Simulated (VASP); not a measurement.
Input of a VASP 6.6.1 run:

INCAR

```
PREC = Accurate
ENCUT = 520
EDIFF = 1E-8
ISMEAR = -1
SIGMA = 0.05
LREAL = False
LASPH = True
NELM = 80
ALGO = Normal
ISIF = 2
LWAVE = False
LCHARG = False
GGA = PS
LEFG = True
NBANDS = 36
```

The input KPOINTS:

```
regular mesh
0
Gamma
  11 11 6
```

Contents of POSCAR:

```
Ge
1.0
    3.9975858431      0.0000000000      0.0000000000
   -1.9987929216      3.4620108940      0.0000000000
    0.0000000000      0.0000000000      6.5993779500
Ge
4
Direct
    0.6666666667      0.3333333333      0.0629012500
    0.3333333333      0.6666666667      0.5629012500
    0.6666666667      0.3333333333      0.4370987500
    0.3333333333      0.6666666667      0.9370987500
```

Potentials or basis: VASP PAW PBE potentials, release 64 (Ge_d).

Run with:

```console
$ cat potpaw_PBE.64/Ge_d/POTCAR > POTCAR
$ mpirun -np 1 vasp_std > vasp.out
```

Task: Predict the pressure.

Result: -0.1 GPa.

Task: Predict the band gap on the k mesh.

Result: Zero (band 28 reaches 4.79 eV, above the bottom of band 29 at 4.78 eV).

Electric field gradients, principal values (V/Å²):
```tsv
atom	least	middle	greatest (by size)
1 Ge	-3.839	-3.846	7.684
2 Ge	-3.839	-3.846	7.684
3 Ge	-3.839	-3.846	7.684
4 Ge	-3.839	-3.846	7.684
```

Caveat: without QUAD_EFG the Cq values of the log hold for a quadrupole moment of 1 mb, not for the nuclei; the PAW data sets were made with another functional, which shifts forces and pressure a little.
